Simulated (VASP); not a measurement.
# Cu in VASP: notebook

The runs below take Cu through single point, with PBE.

All numbers are computed with VASP 6.6.1; they aren't measurements. Logs are shortened: lines on timing, memory, paths and dates and some standing lists are left out, and cuts for length are marked.

**1. The cell of the first run**

Symmetry: I4/mmm, No. 139, tetragonal system. Conventional cell: a = 2.455 Å, b = 2.455 Å, c = 3.751 Å, α = 90.00°, β = 90.00°, γ = 90.00°. Within 3.2 Å of Cu (site symmetry 4/mmm) lie 12 Cu at 2.46 to 2.56 Å.

**2. Single point, PBE (11.31 Å³/atom)**

INCAR

```
SYSTEM = Cu
ALGO = Normal
EDIFF = 1E-6
ENCUT = 820
GGA = PE
GGA_COMPAT = .FALSE.
ISIF = 2
ISMEAR = 0
LASPH = .TRUE.
LCHARG = .TRUE.
LELF = .TRUE.
LREAL = .FALSE.
LVHAR = .TRUE.
LWAVE = .FALSE.
NBANDS = 16
NELM = 120
PREC = Accurate
SIGMA = 0.15
```

KPOINTS

```
k-points
0
G
  24 24 24
  0 0 0
```

POSCAR

```
Cu
1.0
    0.0000000000      1.7361650397      1.8755790924
    1.7361650397      0.0000000000      1.8755790924
    1.7361650397      1.7361650397      0.0000000000
Cu
1
Direct
    0.0000000000      0.0000000000      0.0000000000
```

Potentials or basis: VASP PAW PBE potentials, release 64 (Cu_sv_GW).

On the command line:

```console
$ cat potpaw_PBE.64/Cu_sv_GW/POTCAR > POTCAR
$ mpirun -np 1 vasp_std > vasp.out
```

OUTCAR:

```text
SYSTEM = Cu
   EDIFF = 1E-6
   ENCUT = 820
   GGA = PE
   ISIF = 2
   ISMEAR = 0
   LASPH = .TRUE.
   LREAL = .FALSE.
   NELM = 120
   PREC = Accurate

 ion  position               nearest neighbor table
   1  0.000  0.000  0.000-

  LATTYP: Found a body centered tetragonal cell.
 ALAT       =     2.4553081457
 C/A-ratio  =     1.5277749114

  Lattice vectors:

 A1 = (  -1.7361650397,   0.0000000000,   1.8755790924)
 A2 = (   1.7361650397,   0.0000000000,   1.8755790924)
 A3 = (   0.0000000000,   1.7361650397,  -1.8755790924)

Analysis of symmetry for initial positions (statically):
=====================================================================
 Subroutine PRICEL returns:
 Original cell was already a primitive cell.

 Routine SETGRP: Setting up the symmetry group for a
 body centered tetragonal supercell.

 Subroutine GETGRP returns: Found 16 space group operations
 (whereof 16 operations were pure point group operations)
 out of a pool of 16 trial point group operations.

The static configuration has the point symmetry D_4h.

Analysis of symmetry for dynamics (positions and initial velocities):
=====================================================================
 Subroutine PRICEL returns:
 Original cell was already a primitive cell.

 Routine SETGRP: Setting up the symmetry group for a
 body centered tetragonal supercell.

 Subroutine GETGRP returns: Found 16 space group operations
 (whereof 16 operations were pure point group operations)
 out of a pool of 16 trial point group operations.

The dynamic configuration has the point symmetry D_4h.

 Subroutine INISYM returns: Found 16 space group operations
 (whereof 16 operations are pure point group operations),
 and found     1 'primitive' translations

----------------------------------------------------------------------------------------

                                     Primitive cell

  volume of cell :      11.3070

  direct lattice vectors                    reciprocal lattice vectors
     0.000000000  1.736165040  1.875579092    -0.287991054  0.287991054  0.266584332
     1.736165040  0.000000000  1.875579092     0.287991054 -0.287991054  0.266584332
     1.736165040  1.736165040  0.000000000     0.287991054  0.287991054 -0.266584332

  length of vectors
     2.555790675  2.555790675  2.455308146     0.486769864  0.486769864  0.486769864

  position of ions in fractional coordinates (direct lattice)
     0.000000000  0.000000000  0.000000000

  ion indices of the primitive-cell ions
   primitive index   ion index
                 1           1

----------------------------------------------------------------------------------------

 KPOINTS: k-points

Automatic generation of k-mesh.
 Grid dimensions read from file:
 generate k-points for:   24   24   24

 Generating k-lattice:

  Cartesian coordinates                     Fractional coordinates (reciprocal lattice)
    -0.011999627  0.011999627  0.011107681     0.041666667 -0.000000000  0.000000000
     0.011999627 -0.011999627  0.011107681    -0.000000000  0.041666667  0.000000000
     0.011999627  0.011999627 -0.011107681     0.000000000  0.000000000  0.041666667

  Length of vectors
     0.020282078  0.020282078  0.020282078

  Shift w.r.t. Gamma in fractional coordinates (k-lattice)
     0.000000000  0.000000000  0.000000000

 Subroutine IBZKPT returns following result:
 ===========================================

 Found   1063 irreducible k-points:

 Following reciprocal coordinates:
            Coordinates               Weight
  0.000000  0.000000  0.000000      1.000000
  0.041667 -0.000000  0.000000      8.000000
  0.083333 -0.000000  0.000000      8.000000
  0.125000 -0.000000  0.000000      8.000000
  0.166667 -0.000000  0.000000      8.000000
  0.208333  0.000000  0.000000      8.000000
[... 16 lines left out ...]
  0.416667  0.041667  0.000000      8.000000
  0.458333  0.041667  0.000000      8.000000
 [... further k-points ...]
   k-points           NKPTS =   1063   k-points in BZ     NKDIM =   1063   number of bands    NBANDS=     16
   number of dos      NEDOS =    301   number of ions     NIONS =      1
   total plane-waves  NPLWV =  13824
   dimension x,y,z NGX =    24 NGY =   24 NGZ =   24
   dimension x,y,z NGXF=    48 NGYF=   48 NGZF=   48
   ions per type =               1
   NGX,Y,Z   is equivalent  to a cutoff of  15.61, 15.61, 16.25 a.u.
   NGXF,Y,Z  is equivalent  to a cutoff of  31.22, 31.22, 32.50 a.u.
 SYSTEM =  Cu
   PREC   = accura    normal or accurate (medium, high low for compatibility)
   ISTART =      0    job   : 0-new  1-cont  2-samecut
   ICHARG =      2    charge: 1-file 2-atom 10-const
   ISPIN  =      1    spin polarized calculation?
   LNONCOLLINEAR =      F non collinear calculations
   LSORBIT =      F    spin-orbit coupling
   LASPH  =      T    aspherical Exc in radial PAW
   ENCUT  =  820.0 eV  60.27 Ry    7.76 a.u.   5.97  5.97  5.73*2*pi/ulx,y,z
   NELM   =    120;   NELMIN=  2; NELMDL= -5     # of ELM steps
   EDIFF  = 0.1E-05   stopping-criterion for ELM
   LREAL  =      F    real-space projection
   EDIFFG = 0.1E-04   stopping-criterion for IOM
   NSW    =      0    number of steps for IOM
   IBRION =     -1    ionic relax: 0-MD 1-quasi-New 2-CG
   NFREE  =      0    steps in history (QN), initial steepest desc. (CG)
   ISIF   =      2    stress and relaxation
   ISYM   =      2    0-nonsym 1-usesym 2-fastsym
   POTIM  = 0.5000    time-step for ionic-motion
   TEBEG  =    0.0;   TEEND  =   0.0 temperature during run
   PSTRESS=    0.0 pullay stress
   NELECT =      19.0000    total number of electrons
   NUPDOWN=      -1.0000    fix difference up-down
   EMIN   =  10.00;   EMAX   =-10.00  energy-range for DOS
   EFERMI =   0.00;   METHOD = LEGACY
   ISMEAR =     0;   SIGMA  =   0.15  broadening in eV -4-tet -1-fermi 0-gaus
   EFERMI_NEDOS =   21; number of points for ismear=-14 and -15
   IALGO  =     38    algorithm
   IMIX   =      4    mixing-type and parameters
     AMIX     =   0.40;   BMIX     =  1.00
     AMIX_MAG =   1.60;   BMIX_MAG =  1.00
  volume/ion in A,a.u.               =      11.31        76.30
  Fermi-wavevector in a.u.,A,eV,Ry     =   1.946302  3.677978 51.540115  3.788092
  Thomas-Fermi vector in A             =   2.974808
   LORBIT       =      0    0 simple, 1 ext, 2 COOP (PROOUT), +10 PAW based schemes
   GGA     = PE    functional components
   LHFCALC =     F    Hartree Fock is set to
   AEXX    =    0.0000 exact exchange contribution
   IVDW    =     0    specifies the selected vdW correction
   LEPSILON=     F    determine dielectric tensor
   LRPA    =     F    only Hartree local field effects (RPA)
 non-spin polarized calculation
 Gauss-broadening in eV      SIGMA  =   0.15
  energy-cutoff  :      820.00
  volume of cell :       11.31
 maximum number of plane-waves:       636
   NGX = 11   NGY = 11   NGZ = 11

 number of electron      18.9999995 magnetization

 Free energy of the ion-electron system (eV)
  ---------------------------------------------------
  ext. energy  EPLUGINS =         0.00000000
  ---------------------------------------------------
  free energy    TOTEN  =        -3.77049907 eV

  energy without entropy =       -3.76741990  energy(sigma->0) =       -3.76895949

 E-fermi :   8.1757     XC(G=0): -13.6397

 val. band max:        8.1647099308   @ k =  -0.2500   0.2500   0.0833
 cond. band min:       8.1765228583   @ k =  -0.2083   0.2917   0.0833
 fundamental gap:      0.0118129275
 Fermi energy:         8.1757345796

 k-point     1 :       0.0000    0.0000    0.0000
  band No.  band energies     occupation
      1    -104.5611      2.00000
      2     -61.8652      2.00000
      3     -61.8619      2.00000
      4     -61.8619      2.00000
      5      -1.6124      2.00000
      6       4.7258      2.00000
[... 8 lines left out ...]
     15      36.5032      0.00000
     16      36.5033      0.00000

 k-point     2 :       0.0417   -0.0000    0.0000
  band No.  band energies     occupation
      1    -104.5606      2.00000
      2     -61.8661      2.00000
      3     -61.8631      2.00000
      4     -61.8617      2.00000
      5      -1.5468      2.00000
      6       4.7330      2.00000
[... 8 lines left out ...]
     15      36.8137      0.00000
     16      36.9224      0.00000

 k-point     3 :       0.0833   -0.0000    0.0000
  band No.  band energies     occupation
      1    -104.5597      2.00000
      2     -61.8715      2.00000
      3     -61.8656      2.00000
      4     -61.8623      2.00000
      5      -1.3512      2.00000
      6       4.7487      2.00000
[... 8 lines left out ...]
     15      37.3755      0.00000
     16      37.5434      0.00000

 k-point     4 :       0.1250   -0.0000    0.0000
  band No.  band energies     occupation
      1    -104.5584      2.00000
      2     -61.8819      2.00000
      3     -61.8680      2.00000
      4     -61.8633      2.00000
      5      -1.0297      2.00000
      6       4.7576      2.00000
[... 8 lines left out ...]
     15      37.0174      0.00000
     16      38.4591      0.00000

 k-point     5 :       0.1667   -0.0000    0.0000
  band No.  band energies     occupation
      1    -104.5566      2.00000
      2     -61.8953      2.00000
      3     -61.8707      2.00000
      4     -61.8645      2.00000
      5      -0.5899      2.00000
      6       4.7452      2.00000
[... 8 lines left out ...]
     15      36.3898      0.00000
     16      39.0913      0.00000

 k-point     6 :       0.2083    0.0000    0.0000
  band No.  band energies     occupation
      1    -104.5545      2.00000
      2     -61.9112      2.00000
      3     -61.8737      2.00000
      4     -61.8659      2.00000
      5      -0.0457      2.00000
      6       4.7185      2.00000
[... 8 lines left out ...]
     15      35.7372      0.00000
     16      39.1771      0.00000

 k-point     7 :       0.2500   -0.0000    0.0000
  band No.  band energies     occupation
      1    -104.5523      2.00000
      2     -61.9281      2.00000
      3     -61.8771      2.00000
      4     -61.8674      2.00000
      5       0.5787      2.00000
      6       4.7091      2.00000
[... 8 lines left out ...]
     15      35.0824      0.00000
     16      38.9676      0.00000

 k-point     8 :       0.2917   -0.0000    0.0000
  band No.  band energies     occupation
      1    -104.5501      2.00000
      2     -61.9451      2.00000
      3     -61.8804      2.00000
      4     -61.8689      2.00000
      5       1.2390      2.00000
      6       4.7673      2.00000
[... 8 lines left out ...]
     15      34.4377      0.00000
     16      37.9628      0.00000

 k-point     9 :       0.3333    0.0000    0.0000
  band No.  band energies     occupation
      1    -104.5479      2.00000
      2     -61.9606      2.00000
      3     -61.8835      2.00000
      4     -61.8704      2.00000
      5       1.8581      2.00000
      6       4.8798      2.00000
[... 8 lines left out ...]
     15      33.8323      0.00000
     16      37.0022      0.00000
[... 172 lines left out ...]
 k-point    19 :       0.2500    0.0417    0.0000
  band No.  band energies     occupation
      1    -104.5531      2.00000
      2     -61.9199      2.00000
      3     -61.8758      2.00000
      4     -61.8686      2.00000
      5       0.3705      2.00000
      6       4.6341      2.00000
[... 8 lines left out ...]
     15      34.0652      0.00000
     16      40.3083      0.00000

 k-point    20 :       0.2917    0.0417    0.0000
  band No.  band energies     occupation
      1    -104.5510      2.00000
      2     -61.9368      2.00000
      3     -61.8794      2.00000
      4     -61.8702      2.00000
      5       1.0208      2.00000
      6       4.6717      2.00000
[... 8 lines left out ...]
     15      33.8662      0.00000
     16      39.4617      0.00000

 k-point    21 :       0.3333    0.0417    0.0000
  band No.  band energies     occupation
      1    -104.5488      2.00000
      2     -61.9529      2.00000
      3     -61.8828      2.00000
      4     -61.8715      2.00000
      5       1.6641      2.00000
      6       4.8093      2.00000
[... 8 lines left out ...]
     15      33.6530      0.00000
     16      38.5011      0.00000

 k-point    22 :       0.3750    0.0417    0.0000
  band No.  band energies     occupation
      1    -104.5468      2.00000
      2     -61.9673      2.00000
      3     -61.8859      2.00000
      4     -61.8726      2.00000
      5       2.2049      2.00000
      6       4.8230      2.00000
[... 8 lines left out ...]
     15      33.4562      0.00000
     16      37.6001      0.00000

 k-point    23 :       0.4167    0.0417    0.0000
  band No.  band energies     occupation
      1    -104.5451      2.00000
      2     -61.9790      2.00000
      3     -61.8883      2.00000
      4     -61.8732      2.00000
      5       2.5649      2.00000
      6       4.7785      2.00000
[... 8 lines left out ...]
     15      33.3138      0.00000
     16      36.8015      0.00000

 k-point    24 :       0.4583    0.0417    0.0000
  band No.  band energies     occupation
      1    -104.5440      2.00000
      2     -61.9873      2.00000
      3     -61.8901      2.00000
      4     -61.8736      2.00000
      5       2.7526      2.00000
      6       4.7514      2.00000
[... 8 lines left out ...]
     15      33.2587      0.00000
     16      36.1250      0.00000

 [... further k-points ...]

------------------------ aborting loop because EDIFF is reached ----------------------------------------

  FORCE on cell =-STRESS in cart. coord.  units (eV):
  Direction    XX          YY          ZZ          XY          YZ          ZX
  --------------------------------------------------------------------------------------
  -------------------------------------------------------------------------------------
  Total        0.7337255      0.7337255      0.2497697      0.0000000     -0.0000000     -0.0000000
  in kB      103.9673033    103.9673033     35.3918239      0.0000000     -0.0000000     -0.0000000
  external PRESSURE =      81.1088101 kB  Pullay stress =       0.0000000 kB

 VOLUME and BASIS-vectors are now :
 -----------------------------------------------------------------------------
  energy-cutoff  :      820.00
  volume of cell :       11.31
      direct lattice vectors                 reciprocal lattice vectors
     0.000000000  1.736165040  1.875579092    -0.287991054  0.287991054  0.266584332
     1.736165040  0.000000000  1.875579092     0.287991054 -0.287991054  0.266584332
     1.736165040  1.736165040  0.000000000     0.287991054  0.287991054 -0.266584332

 POSITION                                       TOTAL-FORCE (eV/Angst)
 -----------------------------------------------------------------------------------
      0.00000      0.00000      0.00000        -0.000000     -0.000000      0.000000
 -----------------------------------------------------------------------------------
    total drift:                               -0.000000     -0.000000      0.000000

  FREE ENERGIE OF THE ION-ELECTRON SYSTEM (eV)
  ---------------------------------------------------
  free  energy   TOTEN  =        -3.7704990678 eV

  energy  without entropy=       -3.7674199027  energy(sigma->0) =       -3.76895949
```

Run time: 5.3 min. Hardware: 1 thread of AMD EPYC 7R43 (Zen 3), shared host; peak memory 0.51 GiB.

What came out:

| Item | Value |
| --- | --- |
| Free energy | -3.7705 eV |
| Pressure | 8.1 GPa |
| Band gap on the k mesh | zero (an odd number of electrons rules out a gap without spin polarisation) |

Levels at points of the mesh, in eV from the Fermi level:
```tsv
k point	band 6	band 7	band 8	band 9	band 10	band 11	band 12	band 13	band 14	band 15
(0.00, 0.00, 0.00)	-3.45	-3.02	-3.02	-2.52	-2.09	23.03	25.66	26.04	26.04	28.33
(0.50, 0.00, 0.00)	-3.41	-3.01	-1.74	-1.60	-1.21	3.96	19.88	23.03	24.04	24.33
(0.50, 0.50, 0.00)	-4.67	-1.67	-1.54	-1.54	0.31	6.04	14.62	14.62	19.06	22.08
(0.50, 0.00, 0.50)	-4.68	-1.72	-1.66	-1.37	1.96	8.07	12.71	12.86	17.52	20.39
```

Caveat: the stress differs along the axes, from 4 to 10 GPa.

**3. Single point, PBE (13.86 Å³/atom)**

This run uses another cell than the first one, of 13.86 Å³/atom.

INCAR

```
SYSTEM = Cu
ALGO     = Normal         ! electronic algorithm
EDIFF    = 1E-6           ! SCF threshold, eV
ENCUT    = 820            ! plane-wave cutoff, eV
GGA      = PE             ! functional
GGA_COMPAT= .False.      
ISIF     = 2              ! what is computed and relaxed
ISMEAR   = 0              ! smearing method
LASPH    = .True.         ! aspherical terms in the spheres
LCHARG   = .False.        ! write CHGCAR
LREAL    = .False.        ! projectors in reciprocal space
LWAVE    = .False.        ! write WAVECAR
NBANDS   = 16             ! bands
NELM     = 120            ! most SCF steps
PREC     = Accurate       ! precision mode
SIGMA    = 0.15           ! smearing width, eV
```

KPOINTS

```
k-points
0
Gamma
  24 24 24
  0 0 0
```

POSCAR

```
Cu
1.0
    0.0000000000      1.9063040834      1.9063040834
    1.9063040834      0.0000000000      1.9063040834
    1.9063040834      1.9063040834      0.0000000000
Cu
1
Direct
    0.0000000000      0.0000000000      0.0000000000
```

Potentials or basis: VASP PAW PBE potentials, release 64 (Cu_sv_GW).

On the command line:

```console
$ cat potpaw_PBE.64/Cu_sv_GW/POTCAR > POTCAR
$ mpirun -np 1 vasp_std > vasp.out
```

It took 1.7 min on 1 thread of Intel Xeon Platinum 8488C (Sapphire Rapids), shared host; peak memory 0.34 GiB.

It converged, with:

```yaml
Free_energy: -3.6997 eV
Pressure: -14.6 GPa
Band_gap_on_the_k_mesh: zero (an odd number of electrons rules out a gap without spin polarisation)
```

Levels at points of the mesh, in eV from the Fermi level:
```csv
k point,band 6,band 7,band 8,band 9,band 10,band 11,band 12,band 13,band 14,band 15
"(0.00, 0.00, 0.00)",-2.57,-2.57,-2.57,-1.92,-1.92,21.29,22.72,22.72,22.72,25.16
"(0.50, 0.00, 0.00)",-2.59,-2.59,-1.47,-1.47,-0.61,3.00,19.65,19.65,19.86,22.85
"(0.50, 0.50, 0.00)",-3.67,-1.48,-1.36,-1.36,1.56,6.04,11.85,11.85,16.02,17.76
```

Caveat: the cell stands under tension.
